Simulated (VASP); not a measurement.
# HfO2 (Fm-3m) in VASP: a series of runs, part 2 of 2

VASP 6.6.1. The steps go on from the part before.

### Step 4. Single point, r2SCAN

Input file POSCAR:

```
HfO2
1.0
    0.0000000000      2.5291823180      2.5291823180
    2.5291823180      0.0000000000      2.5291823180
    2.5291823180      2.5291823180      0.0000000000
Hf O
1 2
Direct
    0.0000000000      0.0000000000      0.0000000000
    0.2500000000      0.2500000000      0.2500000000
    0.7500000000      0.7500000000      0.7500000000
```

Input file INCAR.step1:

```
SYSTEM = HfO2
  PREC = Accurate
  ENCUT = 520
  ISMEAR = 0
  SIGMA = 0.01
  LREAL = .False.
  LASPH = .True.
  NELM = 60
  NBANDS = 18
  GGA = PE
  ALGO = Normal
  EDIFF = 1E-4
  LWAVE = .True.
  LCHARG = .False.
```

Input file INCAR.step2:

```
SYSTEM = HfO2
  PREC = Accurate
  ENCUT = 520
  EDIFF = 1E-6
  ISMEAR = 0
  SIGMA = 0.01
  LREAL = .False.
  LASPH = .True.
  NELM = 60
  ALGO = Normal
  ISIF = 2
  LWAVE = .False.
  LCHARG = .True.
  METAGGA = R2SCAN
  LMIXTAU = .True.
  LELF = .True.
  LVHAR = .True.
  NBANDS = 18
  ISTART = 1
```

Input file KPOINTS:

```
Automatic mesh
0
Gamma
  6 6 6
  0 0 0
```

Potentials or basis: VASP PAW PBE potentials, release 64 (Hf_pv, O).

On the command line:

```
> cat potpaw_PBE.64/Hf_pv/POTCAR potpaw_PBE.64/O/POTCAR > POTCAR
> cp INCAR.step1 INCAR
> mpirun -np 1 vasp_std > vasp.out
> cp INCAR.step2 INCAR
> mpirun -np 1 vasp_std > vasp.out
```

OUTCAR:

```text
SYSTEM = HfO2
   PREC = Accurate
   ENCUT = 520
   EDIFF = 1E-6
   ISMEAR = 0
   LREAL = .False.
   LASPH = .True.
   NELM = 60
   ISIF = 2
   METAGGA = R2SCAN
   ISTART = 1

 ion  position               nearest neighbor table
   1  0.000  0.000  0.000-   3 2.19   3 2.19   3 2.19   2 2.19   3 2.19   2 2.19   2 2.19   2 2.19

   2  0.250  0.250  0.250-   1 2.19   1 2.19   1 2.19   1 2.19
   3  0.750  0.750  0.750-   1 2.19   1 2.19   1 2.19   1 2.19

  LATTYP: Found a face centered cubic cell.
 ALAT       =     5.0583646360

  Lattice vectors:

 A1 = (   0.0000000000,   2.5291823180,   2.5291823180)
 A2 = (   2.5291823180,   0.0000000000,   2.5291823180)
 A3 = (   2.5291823180,   2.5291823180,   0.0000000000)

Analysis of symmetry for initial positions (statically):
=====================================================================
 Subroutine PRICEL returns:
 Original cell was already a primitive cell.

 Routine SETGRP: Setting up the symmetry group for a
 face centered cubic supercell.

 Subroutine GETGRP returns: Found 48 space group operations
[... 9 lines left out ...]

 Routine SETGRP: Setting up the symmetry group for a
 face centered cubic supercell.

 Subroutine GETGRP returns: Found 48 space group operations
[... 11 lines left out ...]
                                     Primitive cell

  volume of cell :      32.3572

  direct lattice vectors                    reciprocal lattice vectors
     0.000000000  2.529182318  2.529182318    -0.197692352  0.197692352  0.197692352
     2.529182318  0.000000000  2.529182318     0.197692352 -0.197692352  0.197692352
     2.529182318  2.529182318  0.000000000     0.197692352  0.197692352 -0.197692352

  length of vectors
     3.576803936  3.576803936  3.576803936     0.342413197  0.342413197  0.342413197

  position of ions in fractional coordinates (direct lattice)
     0.000000000  0.000000000  0.000000000
     0.250000000  0.250000000  0.250000000
     0.750000000  0.750000000  0.750000000
[... 85 lines left out ...]
   EFERMI_NEDOS =   21; number of points for ismear=-14 and -15
   IALGO  =     38    algorithm
   IMIX   =      4    mixing-type and parameters
     AMIX     =   0.40;   BMIX     =  1.00
     AMIX_MAG =   1.60;   BMIX_MAG =  1.00
  volume/ion in A,a.u.               =      10.79        72.79
  Fermi-wavevector in a.u.,A,eV,Ry     =   1.439546  2.720348 28.195259  2.072293
  Thomas-Fermi vector in A             =   2.558390
   LORBIT       =      0    0 simple, 1 ext, 2 COOP (PROOUT), +10 PAW based schemes
   METAGGA = R2SCAN    functional components
   LHFCALC =     F    Hartree Fock is set to
   AEXX    =    0.0000 exact exchange contribution
   IVDW    =     0    specifies the selected vdW correction
   LEPSILON=     F    determine dielectric tensor
   LRPA    =     F    only Hartree local field effects (RPA)
 non-spin polarized calculation
 Gauss-broadening in eV      SIGMA  =   0.01
  energy-cutoff  :      520.00
  volume of cell :       32.36
 maximum number of plane-waves:       893
 NGX is ok and might be reduce to    28
   NGX = 13   NGY = 13   NGZ = 13

 number of electron      21.9999992 magnetization

 Free energy of the ion-electron system (eV)
  ---------------------------------------------------
  ext. energy  EPLUGINS =         0.00000000
  ---------------------------------------------------
  free energy    TOTEN  =       -68.54739920 eV

  energy without entropy =      -68.54739920  energy(sigma->0) =      -68.54739920

 E-fermi :   4.0426     XC(G=0): -12.6182

 val. band max:        3.9691691610   @ k =   0.5000   0.5000   0.0000
 cond. band min:       8.2840261449   @ k =   0.5000   0.5000   0.0000
 fundamental gap:      4.3148569839
 Fermi energy:         4.0425557373

 k-point     1 :       0.0000    0.0000    0.0000
  band No.  band energies     occupation
      1     -26.6559      2.00000
      2     -26.6559      2.00000
      3     -26.6559      2.00000
      4     -15.8031      2.00000
      5     -12.7666      2.00000
      6      -1.5147      2.00000
[... 313 lines left out ...]
      5     -13.7338      2.00000
      6      -1.9973      2.00000
[... 10 lines left out ...]
     17      16.6731      0.00000
     18      17.6589      0.00000

------------------------ aborting loop because EDIFF is reached ----------------------------------------

  FORCE on cell =-STRESS in cart. coord.  units (eV):
  Direction    XX          YY          ZZ          XY          YZ          ZX
  --------------------------------------------------------------------------------------
  -------------------------------------------------------------------------------------
  Total       -0.8012598     -0.8012598     -0.8012598     -0.0000000      0.0000000     -0.0000000
  in kB      -39.6746869    -39.6746869    -39.6746869     -0.0000000      0.0000000     -0.0000000
  external PRESSURE =     -39.6746869 kB  Pullay stress =       0.0000000 kB

 VOLUME and BASIS-vectors are now :
 -----------------------------------------------------------------------------
  energy-cutoff  :      520.00
  volume of cell :       32.36
      direct lattice vectors                 reciprocal lattice vectors
     0.000000000  2.529182318  2.529182318    -0.197692352  0.197692352  0.197692352
     2.529182318  0.000000000  2.529182318     0.197692352 -0.197692352  0.197692352
     2.529182318  2.529182318  0.000000000     0.197692352  0.197692352 -0.197692352

 POSITION                                       TOTAL-FORCE (eV/Angst)
 -----------------------------------------------------------------------------------
      0.00000      0.00000      0.00000         0.000000      0.000000      0.000000
      1.26459      1.26459      1.26459        -0.000000      0.000000     -0.000000
      3.79377      3.79377      3.79377         0.000000     -0.000000      0.000000
 -----------------------------------------------------------------------------------
    total drift:                                0.000000      0.000000      0.000000

  FREE ENERGIE OF THE ION-ELECTRON SYSTEM (eV)
  ---------------------------------------------------
  free  energy   TOTEN  =       -68.5473991967 eV

  energy  without entropy=      -68.5473991967  energy(sigma->0) =      -68.54739920
```

Wall time 26 s (1 thread of Intel Xeon 6975P-C (Granite Rapids), shared host); peak memory 0.16 GiB.

What came out:

```yaml
Free_energy: -68.5474 eV
Pressure: -4.0 GPa
Band_gap_on_the_k_mesh: 4.31 eV, direct
```

Levels at points of the mesh, in eV from the valence-band top:
```csv
k point,band 9,band 10,band 11,band 12,band 13,band 14
"(0.00, 0.00, 0.00)",-0.64,-0.64,-0.64,4.42,4.42,6.52
"(0.50, 0.00, 0.00)",-2.82,-1.90,-1.90,5.12,5.12,7.56
"(0.50, 0.50, 0.00)",-1.57,-1.57,0.00,4.31,6.05,7.24
```

Caveat: the PAW data sets were made with another functional, which shifts forces and pressure a little; spin-orbit coupling is left out, which moves the levels of the heavy elements. r2SCAN opens gaps a little over a GGA but as a rule still falls short of measured ones.

### Step 5. Single point, PBE

Input file INCAR:

```
SYSTEM = HfO2
  ALGO = Normal
  EDIFF = 1E-6
  ENCUT = 520
  GGA = PE
  ISIF = 2
  ISMEAR = 0
  LASPH = .True.
  LCHARG = .False.
  LREAL = .False.
  LWAVE = .False.
  NBANDS = 18
  NELM = 80
  PREC = Accurate
  SIGMA = 0.01
```

Input file KPOINTS:

```
k-points
0
Gamma
  8 8 8
  0 0 0
```

POSCAR is that of step 4.

On the command line:

```
> cat potpaw_PBE.64/Hf_pv/POTCAR potpaw_PBE.64/O/POTCAR > POTCAR
> mpirun -np 1 vasp_std > vasp.out
```

Wall time 8.4 s (1 thread of Intel Xeon 6975P-C (Granite Rapids), shared host); peak memory 0.16 GiB.

Results (log left out):

* Free energy: -30.2461 eV
* Pressure: 2.1 GPa
* Band gap on the k mesh: 3.82 eV, direct

Levels at points of the mesh, in eV from the valence-band top:
```csv
k point,band 8,band 9,band 10,band 11,band 12,band 13,band 14,band 15
"(0.00, 0.00, 0.00)",-5.38,-0.61,-0.61,-0.61,3.90,3.90,5.89,10.51
"(0.50, 0.00, 0.00)",-3.05,-2.74,-1.84,-1.84,4.63,4.63,7.05,9.09
"(0.50, 0.50, 0.00)",-3.48,-1.54,-1.54,0.00,3.82,5.54,6.70,8.22
```

Caveat: spin-orbit coupling is left out, which moves the levels of the heavy elements. A k mesh can miss the band edges.

### Step 6. Summary

```tsv
level	k mesh	gap on the mesh (eV)	pressure (GPa)
PBE	6 × 6 × 6	3.82	2.1
r2SCAN	6 × 6 × 6	4.31	-4.0
PBE	8 × 8 × 8	3.82	2.1
```

Alike in all rows: task single point; potentials or basis VASP PAW PBE potentials, release 64 (Hf_pv, O); no spin polarisation; cell as given; cutoff (eV) 520; smearing gaussian 0.01 eV.

On the cell as given the gap runs from 3.82 eV (PBE) to 4.31 eV (r2SCAN); the meshes differ, which moves gaps too. The pressure there spans -4.0 GPa (r2SCAN) to 2.1 GPa (PBE); a positive pressure means that this level wants a larger cell, a negative one a smaller.

Caveats: spin-orbit coupling is left out, which moves the levels of the heavy elements; the PAW data sets were made with another functional, which shifts forces and pressure a little (some runs).

Total energies depend on the potentials used, so only differences within one code and one set of settings carry meaning.
